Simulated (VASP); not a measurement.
# ZnAu in VASP: notebook

The runs below take ZnAu through single point, with PBE.

Everything below comes from runs of VASP 6.6.1. Logs are shortened: lines on timing, memory, paths and dates and some standing lists are left out, and cuts for length are marked.

## (1) The cell of the first run

The structure is cubic, space group Pm-3m (No. 221). Conventional cell: a = 3.147 Å, b = 3.147 Å, c = 3.147 Å, α = 90.00°, β = 90.00°, γ = 90.00°. Zn (site symmetry m-3m) has 8 Au at 2.73 Å and 6 Zn at 3.15 Å within 3.6 Å. Within 3.6 Å of Au (site symmetry m-3m) lie 8 Zn at 2.73 Å and 6 Au at 3.15 Å.

## (2) Single point, PBE

INCAR

```
ALGO = Normal
EDIFF = 1E-6
ENCUT = 520
GGA = PE
ISIF = 2
ISMEAR = -1
LASPH = True
LCHARG = False
LREAL = False
LWAVE = False
NBANDS = 18
NELM = 80
PREC = Accurate
SIGMA = 0.05
```

KPOINTS

```
k-points
0
Gamma
  6 6 6
```

POSCAR

```
ZnAu
1.0
    3.1470000000      0.0000000000      0.0000000000
    0.0000000000      3.1470000000      0.0000000000
    0.0000000000      0.0000000000      3.1470000000
Zn Au
1 1
Direct
    0.5000000000      0.5000000000      0.5000000000
    0.0000000000      0.0000000000      0.0000000000
```

Potentials or basis: VASP PAW PBE potentials, release 64 (Zn, Au).

On the command line:

```sh
$ cat potpaw_PBE.64/Zn/POTCAR potpaw_PBE.64/Au/POTCAR > POTCAR
$ mpirun -np 1 vasp_std > vasp.out
```

OUTCAR:

```text
EDIFF = 1E-6
   ENCUT = 520
   GGA = PE
   ISIF = 2
   ISMEAR = -1
   LASPH = True
   LREAL = False
   NELM = 80
   PREC = Accurate

 ion  position               nearest neighbor table
   1  0.500  0.500  0.500-   2 2.73   2 2.73   2 2.73   2 2.73   2 2.73   2 2.73   2 2.73   2 2.73

   2  0.000  0.000  0.000-   1 2.73   1 2.73   1 2.73   1 2.73   1 2.73   1 2.73   1 2.73   1 2.73

  LATTYP: Found a simple cubic cell.
 ALAT       =     3.1470000000

  Lattice vectors:

 A1 = (   3.1470000000,   0.0000000000,   0.0000000000)
 A2 = (   0.0000000000,   3.1470000000,   0.0000000000)
 A3 = (   0.0000000000,   0.0000000000,   3.1470000000)

Analysis of symmetry for initial positions (statically):
=====================================================================
 Subroutine PRICEL returns:
 Original cell was already a primitive cell.

 Routine SETGRP: Setting up the symmetry group for a
 simple cubic supercell.

 Subroutine GETGRP returns: Found 48 space group operations
 (whereof 48 operations were pure point group operations)
 out of a pool of 48 trial point group operations.

The static configuration has the point symmetry O_h .

Analysis of symmetry for dynamics (positions and initial velocities):
=====================================================================
 Subroutine PRICEL returns:
 Original cell was already a primitive cell.

 Routine SETGRP: Setting up the symmetry group for a
 simple cubic supercell.

 Subroutine GETGRP returns: Found 48 space group operations
 (whereof 48 operations were pure point group operations)
 out of a pool of 48 trial point group operations.

The dynamic configuration has the point symmetry O_h .

 Subroutine INISYM returns: Found 48 space group operations
 (whereof 48 operations are pure point group operations),
 and found     1 'primitive' translations

----------------------------------------------------------------------------------------

                                     Primitive cell

  volume of cell :      31.1667

  direct lattice vectors                    reciprocal lattice vectors
     3.147000000  0.000000000  0.000000000     0.317762949  0.000000000  0.000000000
     0.000000000  3.147000000  0.000000000     0.000000000  0.317762949  0.000000000
     0.000000000  0.000000000  3.147000000     0.000000000  0.000000000  0.317762949

  length of vectors
     3.147000000  3.147000000  3.147000000     0.317762949  0.317762949  0.317762949

  position of ions in fractional coordinates (direct lattice)
     0.500000000  0.500000000  0.500000000
     0.000000000  0.000000000  0.000000000

  ion indices of the primitive-cell ions
   primitive index   ion index
                 1           1
                 2           2

----------------------------------------------------------------------------------------

 KPOINTS: k-points

Automatic generation of k-mesh.
 Grid dimensions read from file:
 generate k-points for:    6    6    6

 Generating k-lattice:

  Cartesian coordinates                     Fractional coordinates (reciprocal lattice)
     0.052960491  0.000000000  0.000000000     0.166666667  0.000000000  0.000000000
     0.000000000  0.052960491  0.000000000     0.000000000  0.166666667  0.000000000
     0.000000000  0.000000000  0.052960491     0.000000000  0.000000000  0.166666667

  Length of vectors
     0.052960491  0.052960491  0.052960491

  Shift w.r.t. Gamma in fractional coordinates (k-lattice)
     0.000000000  0.000000000  0.000000000

 Subroutine IBZKPT returns following result:
 ===========================================

 Found     20 irreducible k-points:

 Following reciprocal coordinates:
            Coordinates               Weight
  0.000000  0.000000  0.000000      1.000000
  0.166667  0.000000  0.000000      6.000000
  0.333333  0.000000  0.000000      6.000000
  0.500000  0.000000  0.000000      3.000000
  0.166667  0.166667  0.000000     12.000000
  0.333333  0.166667  0.000000     24.000000
[... 12 lines left out ...]
  0.500000  0.500000  0.333333      6.000000
  0.500000  0.500000  0.500000      1.000000
   k-points           NKPTS =     20   k-points in BZ     NKDIM =     20   number of bands    NBANDS=     18
   number of dos      NEDOS =    301   number of ions     NIONS =      2
   total plane-waves  NPLWV =  13824
   dimension x,y,z NGX =    24 NGY =   24 NGZ =   24
   dimension x,y,z NGXF=    48 NGYF=   48 NGZF=   48
   ions per type =               1   1
   NGX,Y,Z   is equivalent  to a cutoff of  12.68, 12.68, 12.68 a.u.
   NGXF,Y,Z  is equivalent  to a cutoff of  25.36, 25.36, 25.36 a.u.
 SYSTEM =  unknown system
   PREC   = accura    normal or accurate (medium, high low for compatibility)
   ISTART =      0    job   : 0-new  1-cont  2-samecut
   ICHARG =      2    charge: 1-file 2-atom 10-const
   ISPIN  =      1    spin polarized calculation?
   LNONCOLLINEAR =      F non collinear calculations
   LSORBIT =      F    spin-orbit coupling
   LASPH  =      T    aspherical Exc in radial PAW
   ENCUT  =  520.0 eV  38.22 Ry    6.18 a.u.   5.85  5.85  5.85*2*pi/ulx,y,z
   NELM   =     80;   NELMIN=  2; NELMDL= -5     # of ELM steps
   EDIFF  = 0.1E-05   stopping-criterion for ELM
   LREAL  =      F    real-space projection
   EDIFFG = 0.1E-04   stopping-criterion for IOM
   NSW    =      0    number of steps for IOM
   IBRION =     -1    ionic relax: 0-MD 1-quasi-New 2-CG
   NFREE  =      0    steps in history (QN), initial steepest desc. (CG)
   ISIF   =      2    stress and relaxation
   ISYM   =      2    0-nonsym 1-usesym 2-fastsym
   POTIM  = 0.5000    time-step for ionic-motion
   TEBEG  =    0.0;   TEEND  =   0.0 temperature during run
   PSTRESS=    0.0 pullay stress
   NELECT =      23.0000    total number of electrons
   NUPDOWN=      -1.0000    fix difference up-down
   EMIN   =  10.00;   EMAX   =-10.00  energy-range for DOS
   EFERMI =   0.00;   METHOD = LEGACY
   ISMEAR =    -1;   SIGMA  =   0.05  broadening in eV -4-tet -1-fermi 0-gaus
   EFERMI_NEDOS =   21; number of points for ismear=-14 and -15
   IALGO  =     38    algorithm
   IMIX   =      4    mixing-type and parameters
     AMIX     =   0.40;   BMIX     =  1.00
     AMIX_MAG =   1.60;   BMIX_MAG =  1.00
  volume/ion in A,a.u.               =      15.58       105.16
  Fermi-wavevector in a.u.,A,eV,Ry     =   1.479406  2.795672 29.778283  2.188642
  Thomas-Fermi vector in A             =   2.593568
   LORBIT       =      0    0 simple, 1 ext, 2 COOP (PROOUT), +10 PAW based schemes
   GGA     = PE    functional components
[... 5 lines left out ...]
 non-spin polarized calculation
  energy-cutoff  :      520.00
  volume of cell :       31.17
 maximum number of plane-waves:       848
 NGX is ok and might be reduce to    24
   NGX = 11   NGY = 11   NGZ = 11

 number of electron      23.0000000 magnetization

 Free energy of the ion-electron system (eV)
  ---------------------------------------------------
  ext. energy  EPLUGINS =         0.00000000
  ---------------------------------------------------
  free energy    TOTEN  =        -4.69022000 eV

  energy without entropy =       -4.67733805  energy(sigma->0) =       -4.68377902

 E-fermi :   7.2074     XC(G=0): -12.3787

 val. band max:        6.6416863494   @ k =   0.3333   0.1667   0.0000
 cond. band min:       7.2477858632   @ k =   0.3333   0.1667   0.1667
 fundamental gap:      0.6060995138
 Fermi energy:         7.2073664785

 k-point     1 :       0.0000    0.0000    0.0000
  band No.  band energies     occupation
      1      -3.5222      2.00000
      2      -1.0288      2.00000
      3      -1.0288      2.00000
      4      -0.3350      2.00000
      5      -0.3350      2.00000
      6      -0.3350      2.00000
[... 10 lines left out ...]
     17      19.2282      0.00000
     18      25.4026      0.00000

 k-point     2 :       0.1667    0.0000    0.0000
  band No.  band energies     occupation
      1      -3.0358      2.00000
      2      -0.9248      2.00000
      3      -0.8923      2.00000
      4      -0.3396      2.00000
      5      -0.3396      2.00000
      6      -0.2962      2.00000
[... 10 lines left out ...]
     17      21.5610      0.00000
     18      24.9582      0.00000

 k-point     3 :       0.3333    0.0000    0.0000
  band No.  band energies     occupation
      1      -1.7228      2.00000
      2      -0.6892      2.00000
      3      -0.6266      2.00000
      4      -0.3420      2.00000
      5      -0.3420      2.00000
      6      -0.2159      2.00000
[... 10 lines left out ...]
     17      21.6701      0.00000
     18      21.7663      0.00000

 k-point     4 :       0.5000    0.0000    0.0000
  band No.  band energies     occupation
      1      -0.6432      2.00000
      2      -0.5514      2.00000
      3      -0.4227      2.00000
      4      -0.3389      2.00000
      5      -0.3389      2.00000
      6      -0.1741      2.00000
[... 10 lines left out ...]
     17      18.3073      0.00000
     18      18.5243      0.00000

 k-point     5 :       0.1667    0.1667    0.0000
  band No.  band energies     occupation
      1      -2.5806      2.00000
      2      -0.8426      2.00000
      3      -0.7681      2.00000
      4      -0.4121      2.00000
      5      -0.3375      2.00000
      6      -0.2434      2.00000
[... 10 lines left out ...]
     17      21.6160      0.00000
     18      22.0503      0.00000

 k-point     6 :       0.3333    0.1667    0.0000
  band No.  band energies     occupation
      1      -1.4667      2.00000
      2      -0.7110      2.00000
      3      -0.5184      2.00000
      4      -0.4477      2.00000
      5      -0.2619      2.00000
      6      -0.1904      2.00000
[... 223 lines left out ...]
 k-point    17 :       0.3333    0.3333    0.3333
  band No.  band energies     occupation
      1      -0.7825      2.00000
      2      -0.5993      2.00000
      3      -0.5993      2.00000
      4      -0.2834      2.00000
      5      -0.2834      2.00000
      6       0.2928      2.00000
[... 10 lines left out ...]
     17      16.0397      0.00000
     18      20.4254      0.00000

 k-point    18 :       0.5000    0.3333    0.3333
  band No.  band energies     occupation
      1      -0.8012      2.00000
      2      -0.6756      2.00000
      3      -0.5893      2.00000
      4      -0.3145      2.00000
      5      -0.1758      2.00000
      6       0.7275      2.00000
[... 10 lines left out ...]
     17      16.9307      0.00000
     18      18.2049      0.00000

 k-point    19 :       0.5000    0.5000    0.3333
  band No.  band energies     occupation
      1      -0.7292      2.00000
      2      -0.6415      2.00000
      3      -0.6415      2.00000
      4      -0.3597      2.00000
      5       0.0016      2.00000
      6       0.6955      2.00000
[... 10 lines left out ...]
     17      15.2212      0.00000
     18      15.2212      0.00000

 k-point    20 :       0.5000    0.5000    0.5000
  band No.  band energies     occupation
      1      -0.6043      2.00000
      2      -0.6043      2.00000
      3      -0.6043      2.00000
      4       0.0038      2.00000
      5       0.0038      2.00000
      6       0.6497      2.00000
[... 10 lines left out ...]
     17      12.9912      0.00000
     18      12.9912      0.00000

------------------------ aborting loop because EDIFF is reached ----------------------------------------

  FORCE on cell =-STRESS in cart. coord.  units (eV):
  Direction    XX          YY          ZZ          XY          YZ          ZX
  --------------------------------------------------------------------------------------
  -------------------------------------------------------------------------------------
  Total        1.0088122      1.0088122      1.0088122     -0.0000000      0.0000000     -0.0000000
  in kB       51.8597803     51.8597803     51.8597803     -0.0000000      0.0000000     -0.0000000
  external PRESSURE =      51.8597803 kB  Pullay stress =       0.0000000 kB

 VOLUME and BASIS-vectors are now :
 -----------------------------------------------------------------------------
  energy-cutoff  :      520.00
  volume of cell :       31.17
      direct lattice vectors                 reciprocal lattice vectors
     3.147000000  0.000000000  0.000000000     0.317762949  0.000000000  0.000000000
     0.000000000  3.147000000  0.000000000     0.000000000  0.317762949  0.000000000
     0.000000000  0.000000000  3.147000000     0.000000000  0.000000000  0.317762949

 POSITION                                       TOTAL-FORCE (eV/Angst)
 -----------------------------------------------------------------------------------
      1.57350      1.57350      1.57350         0.000000      0.000000      0.000000
      0.00000      0.00000      0.00000         0.000000      0.000000      0.000000
 -----------------------------------------------------------------------------------
    total drift:                                0.000000      0.000000     -0.000000

  FREE ENERGIE OF THE ION-ELECTRON SYSTEM (eV)
  ---------------------------------------------------
  free  energy   TOTEN  =        -4.6902199961 eV

  energy  without entropy=       -4.6773380488  energy(sigma->0) =       -4.68377902
```

Run time: 6.9 s. Hardware: 1 thread of Intel Xeon Platinum 8259CL at 2.50GHz (Skylake/Cascade Lake), shared host; peak memory 0.14 GiB.

Results:

```yaml
Free_energy: -4.6902 eV
Pressure: 5.2 GPa
```

Levels at points of the mesh, in eV from the Fermi level:
```tsv
k point	band 7	band 8	band 9	band 10	band 11	band 12	band 13	band 14	band 15	band 16
(0.00, 0.00, 0.00)	-5.55	-5.55	-3.87	-3.87	-3.87	4.89	4.89	4.89	8.74	12.02
(0.50, 0.00, 0.00)	-5.92	-5.56	-5.05	-5.05	-4.03	-2.51	10.32	11.03	11.03	11.10
(0.50, 0.50, 0.00)	-5.18	-4.21	-4.21	-3.29	-2.09	-2.09	0.72	2.38	10.30	12.58
(0.50, 0.50, 0.50)	-6.56	-6.56	-3.24	-3.24	1.30	3.47	3.65	3.65	3.65	5.78
```

Caveat: spin-orbit coupling is left out, which moves the levels of the heavy elements.

## (3) Single point, PBE

INCAR

```
PREC     = Accurate       # precision mode
ENCUT    = 520            # plane-wave cutoff, eV
EDIFF    = 1E-6           # SCF threshold, eV
ISMEAR   = -1             # smearing method
SIGMA    = 0.05           # smearing width, eV
LREAL    = False          # projectors in reciprocal space
LASPH    = True           # aspherical terms in the spheres
NELM     = 60             # most SCF steps
ALGO     = Normal         # electronic algorithm
ISIF     = 2              # what is computed and relaxed
LWAVE    = False          # write WAVECAR
LCHARG   = False          # write CHGCAR
GGA      = PE             # functional
NBANDS   = 18             # bands
```

KPOINTS

```
Automatic mesh
0
Gamma
  6 6 6
```

Edit POSCAR of step 2 so:

```diff
@@ -9,2 +9,2 @@
     0.5000000000      0.5000000000      0.5000000000
-    0.0000000000      0.0000000000      0.0000000000
+    0.0000000000      0.0150000000      0.0000000000
```

Potentials or basis: VASP PAW PBE potentials, release 64 (Zn, Au).

On the command line:

```sh
$ cat potpaw_PBE.64/Zn/POTCAR potpaw_PBE.64/Au/POTCAR > POTCAR
$ mpirun -np 1 vasp_std > vasp.out
```

Run time: 12 s. Hardware: 1 thread of Intel Xeon Platinum 8259CL at 2.50GHz (Skylake/Cascade Lake), shared host; peak memory 0.15 GiB.

Results (log left out):

* Free energy: -4.6860 eV
* Pressure: 5.3 GPa
* Largest force: 0.177 eV/Å

Forces in eV/Å, atoms in the order of the input:
```
Zn   0.000  0.177  0.000
Au   0.000 -0.177  0.000
```

Stress tensor (GPa, compression positive):
```
5.33 0.00 0.00
0.00 5.19 0.00
0.00 0.00 5.33
```

Levels at points of the mesh, in eV from the Fermi level:
```
           k point  band 8  band 9  band 10  band 11  band 12  band 13  band 14  band 15  band 16  band 17
(0.00, 0.00, 0.00)   -5.55   -3.88    -3.88    -3.87     4.89     4.89     4.90     8.74    12.01    12.02
(0.50, 0.00, 0.00)   -5.56   -5.05    -5.04    -4.03    -2.51    10.26    11.00    11.01    11.03    11.10
(0.00, 0.50, 0.00)   -5.55   -5.05    -5.05    -4.03    -2.51    10.32    10.89    10.89    11.24    11.24
(0.50, 0.50, 0.00)   -4.22   -4.21    -3.30    -2.09    -2.09     0.72     2.38    10.30    12.58    12.58
(0.50, 0.00, 0.50)   -4.22   -4.22    -3.30    -2.09    -2.09     0.72     2.38    10.31    12.58    12.58
(0.50, 0.50, 0.50)   -6.56   -3.25    -3.25     1.30     3.47     3.63     3.63     3.65     5.79     5.80
```

Caveat: spin-orbit coupling is left out, which moves the levels of the heavy elements.

## (4) Single point, PBE

INCAR

```
SYSTEM = ZnAu
ALGO = Normal
EDIFF = 1E-6
ENCUT = 520
GGA = PE
ISIF = 2
ISMEAR = -1
LASPH = .TRUE.
LCHARG = .FALSE.
LREAL = .FALSE.
LWAVE = .FALSE.
NBANDS = 18
NELM = 60
PREC = Accurate
SIGMA = 0.05
```

KPOINTS

```
k-points
0
G
  6 6 6
  0 0 0
```

Edit POSCAR of step 3 so:

```diff
@@ -9,2 +9,2 @@
     0.5000000000      0.5000000000      0.5000000000
-    0.0000000000      0.0150000000      0.0000000000
+    0.0000000000      0.0300000000      0.0000000000
```

On the command line:

```sh
$ cat potpaw_PBE.64/Zn/POTCAR potpaw_PBE.64/Au/POTCAR > POTCAR
$ mpirun -np 1 vasp_std > vasp.out
```

Wall time 11 s (1 thread of Intel Xeon Platinum 8259CL at 2.50GHz (Skylake/Cascade Lake), shared host); peak memory 0.15 GiB.

Results (log left out):

```yaml
Free_energy: -4.6735 eV
Pressure: 5.6 GPa
Largest_force: 0.355 eV/Å
```

Forces on the atoms (eV/Å):
```
Zn   0.000  0.355  0.000
Au   0.000 -0.355  0.000
```

Stress tensor (GPa, compression positive):
```
5.82 0.00 0.00
0.00 5.27 0.00
0.00 0.00 5.82
```

Levels at points of the mesh, in eV from the Fermi level:
| k point | band 10 | band 11 | band 12 | band 13 | band 14 | band 15 |
| --- | --- | --- | --- | --- | --- | --- |
| (0.00, 0.00, 0.00) | -3.88 | -3.88 | 4.89 | 4.89 | 4.94 | 8.72 |
| (0.50, 0.00, 0.00) | -5.01 | -4.03 | -2.52 | 10.10 | 10.91 | 10.95 |
| (0.00, 0.50, 0.00) | -5.05 | -4.03 | -2.50 | 10.32 | 10.72 | 10.72 |
| (0.50, 0.50, 0.00) | -3.30 | -2.10 | -2.08 | 0.72 | 2.38 | 10.32 |
| (0.50, 0.00, 0.50) | -3.30 | -2.08 | -2.08 | 0.72 | 2.39 | 10.35 |
| (0.50, 0.50, 0.50) | -3.25 | 1.31 | 3.47 | 3.58 | 3.58 | 3.65 |

Caveat: spin-orbit coupling is left out, which moves the levels of the heavy elements.
